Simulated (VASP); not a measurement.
# TiAl3 (Cm) in VASP: notebook, part 2 of 2

VASP 6.6.1. The steps go on from the part before.

## 3. Single point, PBEsol (the part above a cut slid along it)

The input, INCAR:

```
  PREC = Accurate
  ENCUT = 500
  EDIFF = 1E-6
  ISMEAR = 0
  SIGMA = 0.15
  LREAL = F
  LASPH = T
  NELM = 120
  ALGO = Normal
  ISIF = 2
  LWAVE = F
  LCHARG = F
  GGA = PS
  NBANDS = 44
  GGA_COMPAT = F
```

The input, KPOINTS:

```
Automatic mesh
0
Gamma
  12 12 4
```

The input, POSCAR:

```
TiAl3
1.0
    0.0000000000     -3.9483448101      0.0000000000
    0.0000000000      0.0000000000     -3.9483448101
   11.8450344303     -0.6581890798      0.6581890798
Ti Al
3 9
Direct
   -0.0138916667      1.0138916667      0.0833333333
   -0.0694583333      1.0694583333      0.4166666667
   -0.1250250000      1.1250250000      0.7500000000
    0.3471916667      0.1528083333      0.9166666667
    0.4583250000      0.0416750000      0.2500000000
    0.4027583333      0.0972416667      0.5833333333
   -0.1528083333      0.6528083333      0.9166666667
   -0.0416750000      0.5416750000      0.2500000000
   -0.0972416667      0.5972416667      0.5833333333
    0.3749750000      0.6250250000      0.7500000000
    0.4861083333      0.5138916667      0.0833333333
    0.4305416667      0.5694583333      0.4166666667
```

Potentials or basis: VASP PAW PBE potentials, release 64 (Ti_sv, Al).

Launch:

```bash
$ cat potpaw_PBE.64/Ti_sv/POTCAR potpaw_PBE.64/Al/POTCAR > POTCAR
$ mpirun -np 1 vasp_std > vasp.out
```

OUTCAR:

```text
PREC = Accurate
   ENCUT = 500
   EDIFF = 1E-6
   ISMEAR = 0
   LREAL = F
   LASPH = T
   NELM = 120
   ISIF = 2
   GGA = PS

 ion  position               nearest neighbor table
   1  0.986  0.014  0.083-   7 2.46   4 2.46  11 2.79  11 2.79  11 2.79  11 2.79   8 2.79   5 2.79
                             8 2.79   5 2.79
   2  0.931  0.069  0.417-   6 2.79   9 2.79   9 2.79   6 2.79  12 2.79  12 2.79  12 2.79  12 2.79
                             5 2.79   8 2.79   8 2.79   5 2.79
   3  0.875  0.125  0.750-  10 2.79  10 2.79  10 2.79  10 2.79   7 2.79   4 2.79   6 2.79   9 2.79
[... 1352 lines left out ...]
 VOLUME and BASIS-vectors are now :
 -----------------------------------------------------------------------------
  energy-cutoff  :      500.00
  volume of cell :      184.66
      direct lattice vectors                 reciprocal lattice vectors
     0.000000000 -3.948344810  0.000000000    -0.014073408 -0.253270686  0.000000000
     0.000000000  0.000000000 -3.948344810     0.014073408  0.000000000 -0.253270686
    11.845034430 -0.658189080  0.658189080     0.084423562  0.000000000  0.000000000

 POSITION                                       TOTAL-FORCE (eV/Angst)
 -----------------------------------------------------------------------------------
      0.98709     -3.94834     -0.00000         2.262355      0.755225     -0.755225
      4.93543     -3.94834      0.00000         0.040793      0.024756     -0.024756
      8.88378     -3.94834     -0.00000        -0.269085      0.045272     -0.045272
     10.85795     -1.97417      0.00000        -1.776998     -0.755257      0.532403
      2.96126     -1.97417     -0.00000        -0.049358     -0.031066     -0.006714
      6.90960     -1.97417     -0.00000        -0.005799     -0.009433      0.008873
     10.85795     -3.94834     -1.97417        -1.776998     -0.532403      0.755257
      2.96126     -3.94834     -1.97417        -0.049358      0.006714      0.031066
      6.90960     -3.94834     -1.97417        -0.005799     -0.008873      0.009433
      8.88378     -1.97417     -1.97417         0.093825     -0.062563      0.062563
      0.98709     -1.97417     -1.97417         1.525130      0.574345     -0.574345
      4.93543     -1.97417     -1.97417         0.011293     -0.006715      0.006715
 -----------------------------------------------------------------------------------
    total drift:                                0.000238      0.000131     -0.000131

  FREE ENERGIE OF THE ION-ELECTRON SYSTEM (eV)
  ---------------------------------------------------
  free  energy   TOTEN  =       -65.0816354292 eV

  energy  without entropy=      -65.0074247733  energy(sigma->0) =      -65.04453010
```

Run time: 28 min. Hardware: 1 thread of Oxide Virtual Turin-like, shared host; peak memory 0.89 GiB.

Results:

```yaml
Free_energy: -65.0816 eV
Pressure: 3.2 GPa
Largest_force: 2.502 eV/Å
Band_gap_on_the_k_mesh: zero (an odd number of electrons rules out a gap without spin polarisation)
```

Forces on the atoms (eV/Å):
```
Ti   2.262  0.755 -0.755
Ti   0.041  0.025 -0.025
Ti  -0.269  0.045 -0.045
Al  -1.777 -0.755  0.532
Al  -0.049 -0.031 -0.007
Al  -0.006 -0.009  0.009
Al  -1.777 -0.532  0.755
Al  -0.049  0.007  0.031
Al  -0.006 -0.009  0.009
Al   0.094 -0.063  0.063
Al   1.525  0.574 -0.574
Al   0.011 -0.007  0.007
```

Stress tensor (GPa, compression positive):
```
 6.88  2.16 -2.16
 2.16  1.39  0.64
-2.16  0.64  1.39
```

Levels at points of the mesh, in eV from the Fermi level:
| k point | band 29 | band 30 | band 31 | band 32 | band 33 | band 34 | band 35 | band 36 |
| --- | --- | --- | --- | --- | --- | --- | --- | --- |
| (0.00, 0.00, 0.00) | -0.49 | -0.46 | -0.25 | 0.17 | 0.21 | 0.30 | 0.33 | 0.37 |
| (0.50, 0.00, 0.00) | -0.84 | 0.02 | 0.19 | 0.57 | 0.63 | 0.66 | 0.75 | 0.99 |
| (0.50, 0.50, 0.00) | -2.75 | -2.31 | -1.29 | -1.16 | 0.49 | 0.73 | 0.84 | 0.93 |
| (0.00, 0.00, 0.50) | -1.11 | -0.50 | 0.07 | 0.21 | 0.25 | 0.27 | 0.29 | 0.39 |
| (0.50, 0.00, 0.50) | -0.53 | -0.31 | 0.17 | 0.42 | 0.61 | 0.76 | 0.84 | 0.98 |
| (0.50, 0.50, 0.50) | -1.85 | -1.85 | -1.78 | -1.29 | -0.69 | 0.14 | 0.90 | 0.98 |

Caveat: the cell differs from its parent crystal (the part above a cut slid along it); the stress differs along the axes, from 1 to 7 GPa; the PAW data sets were made with another functional, which shifts forces and pressure a little.
